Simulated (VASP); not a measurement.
# Al3FeCo2 (P-3m1) in VASP: notebook

Runs on Al3FeCo2. Level: PBE. Tasks: single point.

Everything below comes from runs of VASP 6.6.1. Logs are shortened: lines on timing, memory, paths and dates and some standing lists are left out, and cuts for length are marked.

## Step 1: The cell of the first run

The structure is trigonal, space group P-3m1 (No. 164). Conventional cell: a = 3.871 Å, b = 3.871 Å, c = 4.738 Å, α = 90.00°, β = 90.00°, γ = 120.00°. Al (site symmetry -3m) has 6 Co at 2.37 Å and 2 Fe at 2.37 Å and 6 Al at 2.74 Å within 3.1 Å. Al (site symmetry 3m) has 5 Co at 2.37 Å and 3 Fe at 2.37 Å and 6 Al at 2.73 to 2.74 Å within 3.1 Å. Fe (site symmetry -3m) has 8 Al at 2.37 Å and 6 Co at 2.74 Å within 3.1 Å. Within 3.1 Å of Co (site symmetry 3m) lie 8 Al at 2.37 Å and 3 Co at 2.73 Å and 3 Fe at 2.74 Å.

## Step 2: Single point, PBE (10.24 Å³/atom)

Contents of INCAR:

```
SYSTEM = Al3FeCo2
PREC = Accurate
ENCUT = 520
EDIFF = 1E-6
ISMEAR = 0
SIGMA = 0.1
LREAL = .FALSE.
LASPH = .TRUE.
NELM = 100
ALGO = Fast
ISIF = 2
LWAVE = .FALSE.
LCHARG = .FALSE.
GGA = PE
NBANDS = 26
```

Contents of KPOINTS:

```
regular mesh
0
G
  12 12 8
  0 0 0
```

Contents of POSCAR:

```
Al3FeCo2
1.0
    3.8705577966      0.0000000000      0.0000000000
   -1.9352788983      3.3520013787      0.0000000000
    0.0000000000      0.0000000000      4.7378576911
Al Fe Co
3 1 2
Direct
    0.0000000000      0.0000000000      0.0000000000
    0.6666666667      0.3333333333      0.3343905334
    0.3333333333      0.6666666667      0.6656094666
    0.0000000000      0.0000000000      0.5000000000
    0.3333333333      0.6666666667      0.1650865624
    0.6666666667      0.3333333333      0.8349134376
```

Potentials or basis: VASP PAW PBE potentials, release 64 (Al, Fe, Co).

Started as:

```sh
> cat potpaw_PBE.64/Al/POTCAR potpaw_PBE.64/Fe/POTCAR potpaw_PBE.64/Co/POTCAR > POTCAR
> mpirun -np 1 vasp_std > vasp.out
```

OUTCAR:

```text
SYSTEM = Al3FeCo2
   PREC = Accurate
   ENCUT = 520
   EDIFF = 1E-6
   ISMEAR = 0
   LREAL = .FALSE.
   LASPH = .TRUE.
   NELM = 100
   ISIF = 2
   GGA = PE

 ion  position               nearest neighbor table
   1  0.000  0.000  0.000-   5 2.37   6 2.37   6 2.37   5 2.37   6 2.37   5 2.37   4 2.37   4 2.37
                             2 2.74   3 2.74   3 2.74   2 2.74   2 2.74   3 2.74
   2  0.667  0.333  0.334-   6 2.37   4 2.37   4 2.37   4 2.37   6 2.37   5 2.37   5 2.37   5 2.37
                             3 2.73   3 2.73   3 2.73   1 2.74   1 2.74   1 2.74
   3  0.333  0.667  0.666-   5 2.37   4 2.37   4 2.37   4 2.37   5 2.37   6 2.37   6 2.37   6 2.37
                             2 2.73   2 2.73   2 2.73   1 2.74   1 2.74   1 2.74
   4  0.000  0.000  0.500-   2 2.37   3 2.37   2 2.37   3 2.37   2 2.37   3 2.37   1 2.37   1 2.37
                             6 2.74   5 2.74   6 2.74   5 2.74   5 2.74   6 2.74
   5  0.333  0.667  0.165-   3 2.37   1 2.37   1 2.37   1 2.37   3 2.37   2 2.37   2 2.37   2 2.37
                             6 2.73   6 2.73   6 2.73   4 2.74   4 2.74   4 2.74
   6  0.667  0.333  0.835-   2 2.37   1 2.37   1 2.37   1 2.37   2 2.37   3 2.37   3 2.37   3 2.37
                             5 2.73   5 2.73   5 2.73   4 2.74   4 2.74   4 2.74

  LATTYP: Found a hexagonal cell.
 ALAT       =     3.8705577966
 C/A-ratio  =     1.2240762030

  Lattice vectors:

 A1 = (   3.8705577966,   0.0000000000,   0.0000000000)
 A2 = (  -1.9352788983,   3.3520013787,   0.0000000000)
 A3 = (   0.0000000000,   0.0000000000,   4.7378576911)

Analysis of symmetry for initial positions (statically):
=====================================================================
 Subroutine PRICEL returns:
 Original cell was already a primitive cell.

 Routine SETGRP: Setting up the symmetry group for a
 hexagonal supercell.

 Subroutine GETGRP returns: Found 12 space group operations
 (whereof 12 operations were pure point group operations)
 out of a pool of 24 trial point group operations.

The static configuration has the point symmetry D_3d.

Analysis of symmetry for dynamics (positions and initial velocities):
=====================================================================
 Subroutine PRICEL returns:
 Original cell was already a primitive cell.

 Routine SETGRP: Setting up the symmetry group for a
 hexagonal supercell.

 Subroutine GETGRP returns: Found 12 space group operations
 (whereof 12 operations were pure point group operations)
 out of a pool of 24 trial point group operations.

The dynamic configuration has the point symmetry D_3d.

 Subroutine INISYM returns: Found 12 space group operations
 (whereof 12 operations are pure point group operations),
 and found     1 'primitive' translations

----------------------------------------------------------------------------------------

                                     Primitive cell

  volume of cell :      61.4695

  direct lattice vectors                    reciprocal lattice vectors
     3.870557797  0.000000000  0.000000000     0.258360694  0.149164616  0.000000000
    -1.935278898  3.352001379  0.000000000     0.000000000  0.298329233  0.000000000
     0.000000000  0.000000000  4.737857691     0.000000000  0.000000000  0.211065858

  length of vectors
     3.870557797  3.870557797  4.737857691     0.298329233  0.298329233  0.211065858

  position of ions in fractional coordinates (direct lattice)
     0.000000000  0.000000000  0.000000000
     0.666666667  0.333333333  0.334390533
     0.333333333  0.666666667  0.665609467
     0.000000000  0.000000000  0.500000000
     0.333333333  0.666666667  0.165086562
     0.666666667  0.333333333  0.834913438

  ion indices of the primitive-cell ions
   primitive index   ion index
                 1           1
                 2           2
                 3           3
                 4           4
                 5           5
                 6           6

----------------------------------------------------------------------------------------

 KPOINTS: regular mesh

Automatic generation of k-mesh.
 Grid dimensions read from file:
 generate k-points for:   12   12    8

 Generating k-lattice:

  Cartesian coordinates                     Fractional coordinates (reciprocal lattice)
     0.021530058  0.012430385  0.000000000     0.083333333  0.000000000  0.000000000
     0.000000000  0.024860769  0.000000000     0.000000000  0.083333333  0.000000000
     0.000000000  0.000000000  0.026383232     0.000000000  0.000000000  0.125000000

  Length of vectors
     0.024860769  0.024860769  0.026383232

  Shift w.r.t. Gamma in fractional coordinates (k-lattice)
     0.000000000  0.000000000  0.000000000

 Subroutine IBZKPT returns following result:
 ===========================================

 Found    131 irreducible k-points:

 Following reciprocal coordinates:
            Coordinates               Weight
  0.000000  0.000000  0.000000      1.000000
  0.083333 -0.000000  0.000000      6.000000
  0.166667  0.000000  0.000000      6.000000
  0.250000  0.000000  0.000000      6.000000
  0.333333  0.000000  0.000000      6.000000
  0.416667  0.000000  0.000000      6.000000
[... 16 lines left out ...]
  0.166667  0.000000  0.125000      6.000000
  0.000000  0.166667  0.125000      6.000000
 [... further k-points ...]
   k-points           NKPTS =    131   k-points in BZ     NKDIM =    131   number of bands    NBANDS=     26
   number of dos      NEDOS =    301   number of ions     NIONS =      6
   total plane-waves  NPLWV =  32400
   dimension x,y,z NGX =    30 NGY =   30 NGZ =   36
   dimension x,y,z NGXF=    60 NGYF=   60 NGZF=   72
   ions per type =               3   1   2
   NGX,Y,Z   is equivalent  to a cutoff of  12.89, 12.89, 12.63 a.u.
   NGXF,Y,Z  is equivalent  to a cutoff of  25.77, 25.77, 25.26 a.u.
 SYSTEM =  Al3FeCo2
   PREC   = accura    normal or accurate (medium, high low for compatibility)
   ISTART =      0    job   : 0-new  1-cont  2-samecut
   ICHARG =      2    charge: 1-file 2-atom 10-const
   ISPIN  =      1    spin polarized calculation?
   LNONCOLLINEAR =      F non collinear calculations
   LSORBIT =      F    spin-orbit coupling
   LASPH  =      T    aspherical Exc in radial PAW
   ENCUT  =  520.0 eV  38.22 Ry    6.18 a.u.   7.20  7.20  8.81*2*pi/ulx,y,z
   NELM   =    100;   NELMIN=  2; NELMDL= -5     # of ELM steps
   EDIFF  = 0.1E-05   stopping-criterion for ELM
   LREAL  =      F    real-space projection
   EDIFFG = 0.1E-04   stopping-criterion for IOM
   NSW    =      0    number of steps for IOM
   IBRION =     -1    ionic relax: 0-MD 1-quasi-New 2-CG
   NFREE  =      0    steps in history (QN), initial steepest desc. (CG)
   ISIF   =      2    stress and relaxation
   ISYM   =      2    0-nonsym 1-usesym 2-fastsym
   POTIM  = 0.5000    time-step for ionic-motion
   TEBEG  =    0.0;   TEEND  =   0.0 temperature during run
   PSTRESS=    0.0 pullay stress
   NELECT =      35.0000    total number of electrons
   NUPDOWN=      -1.0000    fix difference up-down
   EMIN   =  10.00;   EMAX   =-10.00  energy-range for DOS
   EFERMI =   0.00;   METHOD = LEGACY
   ISMEAR =     0;   SIGMA  =   0.10  broadening in eV -4-tet -1-fermi 0-gaus
   EFERMI_NEDOS =   21; number of points for ismear=-14 and -15
   IALGO  =     68    algorithm
   IMIX   =      4    mixing-type and parameters
     AMIX     =   0.40;   BMIX     =  1.00
     AMIX_MAG =   1.60;   BMIX_MAG =  1.00
  volume/ion in A,a.u.               =      10.24        69.14
  Fermi-wavevector in a.u.,A,eV,Ry     =   1.356889  2.564148 25.050329  1.841147
  Thomas-Fermi vector in A             =   2.483854
   LORBIT       =      0    0 simple, 1 ext, 2 COOP (PROOUT), +10 PAW based schemes
   GGA     = PE    functional components
   LHFCALC =     F    Hartree Fock is set to
   AEXX    =    0.0000 exact exchange contribution
   IVDW    =     0    specifies the selected vdW correction
   LEPSILON=     F    determine dielectric tensor
   LRPA    =     F    only Hartree local field effects (RPA)
 non-spin polarized calculation
 RMM-DIIS sequential band-by-band and
 Gauss-broadening in eV      SIGMA  =   0.10
  energy-cutoff  :      520.00
  volume of cell :       61.47
 maximum number of plane-waves:      1680
 NGX is ok and might be reduce to    30
   NGX = 15   NGY = 15   NGZ = 17

 number of electron      34.9999989 magnetization

 Free energy of the ion-electron system (eV)
  ---------------------------------------------------
  ext. energy  EPLUGINS =         0.00000000
  ---------------------------------------------------
  free energy    TOTEN  =       -36.02602760 eV

  energy without entropy =      -36.01572861  energy(sigma->0) =      -36.02087811

 E-fermi :  11.0912     XC(G=0): -12.8682

 val. band max:       11.0815212638   @ k =   0.0833  -0.0000   0.2500
 cond. band min:      11.0947880834   @ k =   0.1667   0.1667   0.2500
 fundamental gap:      0.0132668196
 Fermi energy:        11.0911715977

 k-point     1 :       0.0000    0.0000    0.0000
  band No.  band energies     occupation
      1      -0.2854      2.00000
      2       5.3567      2.00000
      3       5.3607      2.00000
      4       7.7194      2.00000
      5       7.7194      2.00000
      6       7.8857      2.00000
[... 18 lines left out ...]
     25      18.2777      0.00000
     26      18.2830      0.00000

 k-point     2 :       0.0833   -0.0000    0.0000
  band No.  band energies     occupation
      1      -0.1892      2.00000
      2       5.4062      2.00000
      3       5.4105      2.00000
      4       7.6003      2.00000
      5       7.7523      2.00000
      6       7.7884      2.00000
[... 18 lines left out ...]
     25      18.1366      0.00000
[... 608 lines left out ...]
     25      18.6822      0.00000
     26      18.8778      0.00000

 k-point    24 :       0.0000    0.1667    0.1250
  band No.  band energies     occupation
      1       0.2042      2.00000
      2       4.6402      2.00000
      3       6.1692      2.00000
      4       7.1927      2.00000
      5       7.5447      2.00000
      6       7.6238      2.00000
[... 18 lines left out ...]
     25      17.2017      0.00000
     26      18.1475      0.00000

 [... further k-points ...]

------------------------ aborting loop because EDIFF is reached ----------------------------------------

  FORCE on cell =-STRESS in cart. coord.  units (eV):
  Direction    XX          YY          ZZ          XY          YZ          ZX
  --------------------------------------------------------------------------------------
  -------------------------------------------------------------------------------------
  Total       11.5653868     11.5653868     11.5668930      0.0000000      0.0000000     -0.0000000
  in kB      301.4470147    301.4470147    301.4862727      0.0000000      0.0000000     -0.0000000
  external PRESSURE =     301.4601007 kB  Pullay stress =       0.0000000 kB

 VOLUME and BASIS-vectors are now :
 -----------------------------------------------------------------------------
  energy-cutoff  :      520.00
  volume of cell :       61.47
      direct lattice vectors                 reciprocal lattice vectors
     3.870557797  0.000000000  0.000000000     0.258360694  0.149164616  0.000000000
    -1.935278898  3.352001379  0.000000000     0.000000000  0.298329233  0.000000000
     0.000000000  0.000000000  4.737857691     0.000000000  0.000000000  0.211065858

 POSITION                                       TOTAL-FORCE (eV/Angst)
 -----------------------------------------------------------------------------------
      0.00000      0.00000      0.00000         0.000000      0.000000      0.000000
      1.93528      1.11733      1.58429         0.000000     -0.000000     -0.003613
     -0.00000      2.23467      3.15356        -0.000000      0.000000      0.003613
      0.00000      0.00000      2.36893         0.000000      0.000000      0.000000
     -0.00000      2.23467      0.78216        -0.000000      0.000000     -0.013690
      1.93528      1.11733      3.95570         0.000000     -0.000000      0.013690
 -----------------------------------------------------------------------------------
    total drift:                                0.000000      0.000000      0.000000

  FREE ENERGIE OF THE ION-ELECTRON SYSTEM (eV)
  ---------------------------------------------------
  free  energy   TOTEN  =       -36.0260276007 eV

  energy  without entropy=      -36.0157286098  energy(sigma->0) =      -36.02087811
```

Run time: 8 min. Hardware: 1 thread of Intel Xeon 8259CL, shared host; peak memory 0.34 GiB.

What came out:

| Property | Result |
| --- | --- |
| Free energy | -36.0260 eV |
| Pressure | 30.1 GPa |
| Largest force | 0.014 eV/Å |
| Band gap on the k mesh | zero (an odd number of electrons rules out a gap without spin polarisation) |

Forces in eV/Å, atoms in the order of the input:
```
Al   0.000  0.000  0.000
Al   0.000  0.000 -0.004
Al   0.000  0.000  0.004
Fe   0.000  0.000  0.000
Co   0.000  0.000 -0.014
Co   0.000  0.000  0.014
```

Levels at points of the mesh, in eV from the Fermi level:
```
           k point  band 14  band 15  band 16  band 17  band 18  band 19  band 20  band 21  band 22  band 23
(0.00, 0.00, 0.00)    -0.67    -0.67    -0.25    -0.25    -0.18     3.55     3.55     3.80     3.80     6.15
(0.50, 0.00, 0.00)    -1.31    -1.03    -0.97    -0.74    -0.57     0.52     1.85     2.27     3.64     4.99
(0.00, 0.00, 0.50)    -0.67    -0.67     0.54     0.54     2.99     2.99     3.00     4.63     4.63     4.86
(0.50, 0.00, 0.50)    -1.22    -1.13    -0.76    -0.61    -0.13     1.05     1.94     2.32     4.27     4.76
```

Caveat: the cell stands under pressure; the run has no spin polarisation, though such a crystal can be magnetic.

(Part 1 of 2 ends here.)
